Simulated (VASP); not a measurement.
# Tb4S in VASP: further runs

Runs on Tb4S. Level: PBE. Tasks: single point, relaxation of cell and atoms.

Program: VASP 6.6.1. These are calculated values, not measurements. Logs are shortened: lines on timing, memory, paths and dates and some standing lists are left out, and cuts for length are marked.

## 1. The cell of the first run

The typed cell holds 5 atoms: a = 5.712 Å, b = 5.712 Å, c = 5.712 Å, α = 109.47°, β = 109.47°, γ = 109.47°.

The cell was built from a structure type or drawn by symmetry, and may not be a known phase.

## 2. Single point, PBE

Contents of INCAR:

```
PREC     = Accurate       # precision mode
ENCUT    = 500            # plane-wave cutoff, eV
EDIFF    = 1E-6           # SCF threshold, eV
ISMEAR   = 0              # smearing method
SIGMA    = 0.1            # smearing width, eV
LREAL    = F              # projectors in reciprocal space
LASPH    = T              # aspherical terms in the spheres
NELM     = 200            # most SCF steps
ALGO     = Normal         # electronic algorithm
ISIF     = 2              # what is computed and relaxed
LWAVE    = F              # write WAVECAR
LCHARG   = F              # write CHGCAR
GGA      = PE             # functional
NBANDS   = 29             # bands
GGA_COMPAT= F            
LMAXMIX  = 6              # l up to which the mixer works
```

Contents of KPOINTS:

```
Automatic mesh
0
Gamma
  4 4 4
```

Contents of POSCAR:

```
Tb4S
1.0
   -3.2979452861      3.2979452861      3.2979452861
    3.2979452861     -3.2979452861      3.2979452861
    3.2979452861      3.2979452861     -3.2979452861
Tb S
4 1
Direct
    0.0000000000      0.0000000000      0.4999010159
    0.4999010159      0.0000000000      0.0000000000
    0.0000000000      0.4999010159      0.0000000000
    0.5000989841      0.5000989841      0.5000989841
    0.0000000000      0.0000000000      0.0000000000
```

Potentials or basis: VASP PAW PBE potentials, release 64 (Tb_3, S), 4f in core.

On the command line:

```
cat potpaw_PBE.64/Tb_3/POTCAR potpaw_PBE.64/S/POTCAR > POTCAR
mpirun -np 1 vasp_std > vasp.out
```

OUTCAR:

```text
PREC = Accurate
   ENCUT = 500
   EDIFF = 1E-6
   ISMEAR = 0
   LREAL = F
   LASPH = T
   NELM = 200
   ISIF = 2
   GGA = PE

 ion  position               nearest neighbor table
   1  0.000  0.000  0.500-   5 2.86   5 2.86   4 3.30   4 3.30   3 3.30   2 3.30   3 3.30   2 3.30

   2  0.500  0.000  0.000-   5 2.86   5 2.86   3 3.30   3 3.30   4 3.30   1 3.30   1 3.30   4 3.30

   3  0.000  0.500  0.000-   5 2.86   5 2.86   2 3.30   2 3.30   4 3.30   4 3.30   1 3.30   1 3.30

   4  0.500  0.500  0.500-   5 2.86   5 2.86   1 3.30   1 3.30   2 3.30   3 3.30   3 3.30   2 3.30

   5  0.000  0.000  0.000-   1 2.86   2 2.86   3 2.86   4 2.86   4 2.86   1 2.86   3 2.86   2 2.86

  LATTYP: Found a body centered cubic cell.
 ALAT       =     6.5958905722

  Lattice vectors:

 A1 = (  -3.2979452861,   3.2979452861,   3.2979452861)
 A2 = (   3.2979452861,  -3.2979452861,   3.2979452861)
 A3 = (   3.2979452861,   3.2979452861,  -3.2979452861)

Analysis of symmetry for initial positions (statically):
=====================================================================
 Subroutine PRICEL returns:
 Original cell was already a primitive cell.

 Routine SETGRP: Setting up the symmetry group for a
 body centered cubic supercell.

 Subroutine GETGRP returns: Found 24 space group operations
 (whereof 24 operations were pure point group operations)
 out of a pool of 48 trial point group operations.

The static configuration has the point symmetry T_d .

Analysis of symmetry for dynamics (positions and initial velocities):
=====================================================================
 Subroutine PRICEL returns:
 Original cell was already a primitive cell.

 Routine SETGRP: Setting up the symmetry group for a
 body centered cubic supercell.

 Subroutine GETGRP returns: Found 24 space group operations
 (whereof 24 operations were pure point group operations)
 out of a pool of 48 trial point group operations.

The dynamic configuration has the point symmetry T_d .

 Subroutine INISYM returns: Found 24 space group operations
 (whereof 24 operations are pure point group operations),
 and found     1 'primitive' translations

----------------------------------------------------------------------------------------

                                     Primitive cell

  volume of cell :     143.4797

  direct lattice vectors                    reciprocal lattice vectors
    -3.297945286  3.297945286  3.297945286     0.000000000  0.151609550  0.151609550
     3.297945286 -3.297945286  3.297945286     0.151609550  0.000000000  0.151609550
     3.297945286  3.297945286 -3.297945286     0.151609550  0.151609550  0.000000000

  length of vectors
     5.712208796  5.712208796  5.712208796     0.214408281  0.214408281  0.214408281

  position of ions in fractional coordinates (direct lattice)
     0.000000000  0.000000000  0.499901016
     0.499901016  0.000000000  0.000000000
     0.000000000  0.499901016  0.000000000
     0.500098984  0.500098984  0.500098984
     0.000000000  0.000000000  0.000000000

  ion indices of the primitive-cell ions
   primitive index   ion index
                 1           1
                 2           2
                 3           3
                 4           4
                 5           5

----------------------------------------------------------------------------------------

 KPOINTS: Automatic mesh

Automatic generation of k-mesh.
 Grid dimensions read from file:
 generate k-points for:    4    4    4

 Generating k-lattice:

  Cartesian coordinates                     Fractional coordinates (reciprocal lattice)
     0.000000000  0.037902387  0.037902387     0.250000000  0.000000000  0.000000000
     0.037902387  0.000000000  0.037902387     0.000000000  0.250000000  0.000000000
     0.037902387  0.037902387  0.000000000     0.000000000  0.000000000  0.250000000

  Length of vectors
     0.053602070  0.053602070  0.053602070

  Shift w.r.t. Gamma in fractional coordinates (k-lattice)
     0.000000000  0.000000000  0.000000000

 Subroutine IBZKPT returns following result:
 ===========================================

 Found      8 irreducible k-points:

 Following reciprocal coordinates:
            Coordinates               Weight
  0.000000  0.000000  0.000000      1.000000
  0.250000  0.000000  0.000000     12.000000
  0.500000  0.000000  0.000000      6.000000
  0.250000  0.250000  0.000000     24.000000
  0.250000  0.250000  0.250000      2.000000
 -0.250000  0.250000  0.250000      6.000000
  0.500000  0.500000  0.250000     12.000000
  0.500000  0.500000  0.500000      1.000000
   k-points           NKPTS =      8   k-points in BZ     NKDIM =      8   number of bands    NBANDS=     29
   number of dos      NEDOS =    301   number of ions     NIONS =      5
   total plane-waves  NPLWV =  74088
   dimension x,y,z NGX =    42 NGY =   42 NGZ =   42
   dimension x,y,z NGXF=    84 NGYF=   84 NGZF=   84
   ions per type =               4   1
   NGX,Y,Z   is equivalent  to a cutoff of  12.22, 12.22, 12.22 a.u.
   NGXF,Y,Z  is equivalent  to a cutoff of  24.45, 24.45, 24.45 a.u.
 SYSTEM =  unknown system
   PREC   = accura    normal or accurate (medium, high low for compatibility)
   ISTART =      0    job   : 0-new  1-cont  2-samecut
   ICHARG =      2    charge: 1-file 2-atom 10-const
   ISPIN  =      1    spin polarized calculation?
   LNONCOLLINEAR =      F non collinear calculations
   LSORBIT =      F    spin-orbit coupling
   LASPH  =      T    aspherical Exc in radial PAW
   ENCUT  =  500.0 eV  36.75 Ry    6.06 a.u.  10.41 10.41 10.41*2*pi/ulx,y,z
   NELM   =    200;   NELMIN=  2; NELMDL= -5     # of ELM steps
   EDIFF  = 0.1E-05   stopping-criterion for ELM
   LREAL  =      F    real-space projection
   EDIFFG = 0.1E-04   stopping-criterion for IOM
   NSW    =      0    number of steps for IOM
   IBRION =     -1    ionic relax: 0-MD 1-quasi-New 2-CG
   NFREE  =      0    steps in history (QN), initial steepest desc. (CG)
   ISIF   =      2    stress and relaxation
   ISYM   =      2    0-nonsym 1-usesym 2-fastsym
   POTIM  = 0.5000    time-step for ionic-motion
   TEBEG  =    0.0;   TEEND  =   0.0 temperature during run
   PSTRESS=    0.0 pullay stress
   NELECT =      42.0000    total number of electrons
   NUPDOWN=      -1.0000    fix difference up-down
   EMIN   =  10.00;   EMAX   =-10.00  energy-range for DOS
   EFERMI =   0.00;   METHOD = LEGACY
   ISMEAR =     0;   SIGMA  =   0.10  broadening in eV -4-tet -1-fermi 0-gaus
   EFERMI_NEDOS =   21; number of points for ismear=-14 and -15
   IALGO  =     38    algorithm
   IMIX   =      4    mixing-type and parameters
     AMIX     =   0.40;   BMIX     =  1.00
     AMIX_MAG =   1.60;   BMIX_MAG =  1.00
  volume/ion in A,a.u.               =      28.70       193.65
  Fermi-wavevector in a.u.,A,eV,Ry     =   1.086996  2.054124 16.076094  1.181560
  Thomas-Fermi vector in A             =   2.223145
   LORBIT       =      0    0 simple, 1 ext, 2 COOP (PROOUT), +10 PAW based schemes
   GGA     = PE    functional components
   LHFCALC =     F    Hartree Fock is set to
   AEXX    =    0.0000 exact exchange contribution
   IVDW    =     0    specifies the selected vdW correction
   LEPSILON=     F    determine dielectric tensor
   LRPA    =     F    only Hartree local field effects (RPA)
 non-spin polarized calculation
 Gauss-broadening in eV      SIGMA  =   0.10
  energy-cutoff  :      500.00
  volume of cell :      143.48
 maximum number of plane-waves:      3658
 NGX is ok and might be reduce to    42
   NGX = 21   NGY = 21   NGZ = 21

 number of electron      41.9999996 magnetization

 Free energy of the ion-electron system (eV)
  ---------------------------------------------------
  ext. energy  EPLUGINS =         0.00000000
  ---------------------------------------------------
  free energy    TOTEN  =       -23.66806944 eV

  energy without entropy =      -23.62693839  energy(sigma->0) =      -23.64750391

 E-fermi :   3.8437     XC(G=0):  -9.8736

 val. band max:        3.8250016554   @ k =   0.5000   0.5000   0.5000
 cond. band min:       3.8915028113   @ k =   0.2500   0.0000   0.0000
 fundamental gap:      0.0665011559
 Fermi energy:         3.8437466369

 k-point     1 :       0.0000    0.0000    0.0000
  band No.  band energies     occupation
      1     -19.3805      2.00000
      2     -19.3805      2.00000
      3     -19.3805      2.00000
      4     -19.2531      2.00000
      5     -19.2531      2.00000
      6     -19.2531      2.00000
[... 21 lines left out ...]
     28       6.5550      0.00000
     29       7.3763      0.00000

 k-point     2 :       0.2500    0.0000    0.0000
  band No.  band energies     occupation
      1     -19.3710      2.00000
      2     -19.3504      2.00000
      3     -19.2543      2.00000
      4     -19.2032      2.00000
      5     -19.1912      2.00000
      6     -19.1371      2.00000
[... 21 lines left out ...]
     28       6.9019      0.00000
     29       7.0225      0.00000

 k-point     3 :       0.5000    0.0000    0.0000
  band No.  band energies     occupation
      1     -19.3695      2.00000
      2     -19.3367      2.00000
      3     -19.0596      2.00000
      4     -19.0106      2.00000
      5     -18.9667      2.00000
      6     -18.9552      2.00000
[... 21 lines left out ...]
     28       6.0650      0.00000
     29       6.1076      0.00000

 k-point     4 :       0.2500    0.2500    0.0000
  band No.  band energies     occupation
      1     -19.3647      2.00000
      2     -19.2009      2.00000
      3     -19.1906      2.00000
      4     -19.1799      2.00000
      5     -19.0009      2.00000
      6     -18.9421      2.00000
[... 21 lines left out ...]
     28       6.0660      0.00000
     29       6.4806      0.00000

 k-point     5 :       0.2500    0.2500    0.2500
  band No.  band energies     occupation
      1     -19.1330      2.00000
      2     -19.0323      2.00000
      3     -19.0323      2.00000
      4     -19.0323      2.00000
      5     -18.9157      2.00000
      6     -18.9157      2.00000
[... 21 lines left out ...]
     28       5.8825      0.00000
     29       6.4741      0.00000

 k-point     6 :      -0.2500    0.2500    0.2500
  band No.  band energies     occupation
      1     -19.4957      2.00000
      2     -19.3084      2.00000
      3     -19.2692      2.00000
      4     -19.2692      2.00000
      5     -19.0349      2.00000
      6     -18.9396      2.00000
[... 21 lines left out ...]
     28       6.2558      0.00000
     29       7.2722      0.00000

 k-point     7 :       0.5000    0.5000    0.2500
  band No.  band energies     occupation
      1     -19.5416      2.00000
      2     -19.2934      2.00000
      3     -19.2422      2.00000
      4     -19.2409      2.00000
      5     -19.1298      2.00000
      6     -19.1159      2.00000
[... 21 lines left out ...]
     28       6.4640      0.00000
     29       7.1258      0.00000

 k-point     8 :       0.5000    0.5000    0.5000
  band No.  band energies     occupation
      1     -19.6583      2.00000
      2     -19.3629      2.00000
      3     -19.3629      2.00000
      4     -19.2052      2.00000
      5     -19.2052      2.00000
      6     -19.2052      2.00000
[... 21 lines left out ...]
     28       6.7559      0.00000
     29       6.7559      0.00000

------------------------ aborting loop because EDIFF is reached ----------------------------------------

  FORCE on cell =-STRESS in cart. coord.  units (eV):
  Direction    XX          YY          ZZ          XY          YZ          ZX
  --------------------------------------------------------------------------------------
  -------------------------------------------------------------------------------------
  Total        0.2593043      0.2593043      0.2593043      0.0000000      0.0000000     -0.0000000
  in kB        2.8955431      2.8955431      2.8955431      0.0000000      0.0000000     -0.0000000
  external PRESSURE =       2.8955431 kB  Pullay stress =       0.0000000 kB

 VOLUME and BASIS-vectors are now :
 -----------------------------------------------------------------------------
  energy-cutoff  :      500.00
  volume of cell :      143.48
      direct lattice vectors                 reciprocal lattice vectors
    -3.297945286  3.297945286  3.297945286     0.000000000  0.151609550  0.151609550
     3.297945286 -3.297945286  3.297945286     0.151609550  0.000000000  0.151609550
     3.297945286  3.297945286 -3.297945286     0.151609550  0.151609550  0.000000000

 POSITION                                       TOTAL-FORCE (eV/Angst)
 -----------------------------------------------------------------------------------
      1.64865      1.64865     -1.64865         0.001373      0.001373     -0.001373
     -1.64865      1.64865      1.64865        -0.001373      0.001373      0.001373
      1.64865     -1.64865      1.64865         0.001373     -0.001373      0.001373
      1.64930      1.64930      1.64930        -0.001373     -0.001373     -0.001373
      0.00000      0.00000      0.00000        -0.000000     -0.000000     -0.000000
 -----------------------------------------------------------------------------------
    total drift:                                0.000000      0.000000      0.000000

  FREE ENERGIE OF THE ION-ELECTRON SYSTEM (eV)
  ---------------------------------------------------
  free  energy   TOTEN  =       -23.6680694410 eV

  energy  without entropy=      -23.6269383873  energy(sigma->0) =      -23.64750391
```

Wall time 60 s (1 thread of Intel Xeon Platinum 8375C at 2.90GHz (Ice Lake), shared host); peak memory 0.24 GiB.

What came out:

- Free energy: -23.6681 eV
- Pressure: 0.3 GPa
- Band gap on the k mesh: zero (bands 21 and 22 overlap by 0.90 eV)

Forces in eV/Å, atoms in the order of the input:
```
Tb   0.001  0.001 -0.001
Tb  -0.001  0.001  0.001
Tb   0.001 -0.001  0.001
Tb  -0.001 -0.001 -0.001
S    0.000  0.000  0.000
```

Caveat: spin-orbit coupling is left out, which moves the levels of the heavy elements; the 4f electrons are frozen in the core, so they carry no moment and show no levels; the run has no spin polarisation, though such a crystal can be magnetic. With open d or f shells a metallic result of PBE can be an artefact of self-interaction; +U or a hybrid may open a gap.

## 3. Single point, PBE

This run uses another cell than the first one, of 28.76 Å³/atom.

Contents of INCAR:

```
  ALGO = Normal
  EDIFF = 1E-6
  ENCUT = 500
  GGA = PE
  GGA_COMPAT = F
  ISIF = 2
  ISMEAR = 0
  LASPH = T
  LCHARG = F
  LMAXMIX = 6
  LREAL = F
  LWAVE = F
  NBANDS = 29
  NELM = 200
  PREC = Accurate
  SIGMA = 0.1
```

Contents of KPOINTS:

```
k-points
0
Gamma
  8 8 8
```

Contents of POSCAR:

```
Tb4S
1.0
   -3.3004886127      3.3004886127      3.3004886127
    3.3004886127     -3.3004886127      3.3004886127
    3.3004886127      3.3004886127     -3.3004886127
Tb S
4 1
Direct
    0.0000000000      0.0000000000      0.5000000000
    0.5000000000      0.0000000000      0.0000000000
    0.0000000000      0.5000000000      0.0000000000
    0.5000000000      0.5000000000      0.5000000000
    0.0000000000      0.0000000000      0.0000000000
```

Potentials or basis: VASP PAW PBE potentials, release 64 (Tb_3, S), 4f in core.

On the command line:

```
cat potpaw_PBE.64/Tb_3/POTCAR potpaw_PBE.64/S/POTCAR > POTCAR
mpirun -np 1 vasp_std > vasp.out
```

It took 2.6 min on 1 thread of Intel Xeon Platinum 8375C at 2.90GHz (Ice Lake), shared host; peak memory 0.29 GiB.

It converged, with:

| Property | Result |
| --- | --- |
| Free energy | -23.6635 eV |
| Pressure | 0.1 GPa |
| Band gap on the k mesh | zero (bands 21 and 22 overlap by 0.90 eV) |

Levels at points of the mesh, in eV from the Fermi level:
```tsv
k point	band 18	band 19	band 20	band 21	band 22	band 23	band 24	band 25
(0.00, 0.00, 0.00)	-2.12	-2.12	-0.88	-0.88	-0.43	-0.43	-0.43	2.58
(0.50, 0.00, 0.00)	-1.69	-0.68	-0.31	0.15	0.27	0.55	1.07	1.70
(0.50, 0.50, 0.50)	-1.21	-1.21	-0.04	-0.04	-0.04	0.20	0.20	1.39
```

Caveat: spin-orbit coupling is left out, which moves the levels of the heavy elements; the 4f electrons are frozen in the core, so they carry no moment and show no levels; the run has no spin polarisation, though such a crystal can be magnetic.

(Part 1 of 2 ends here.)
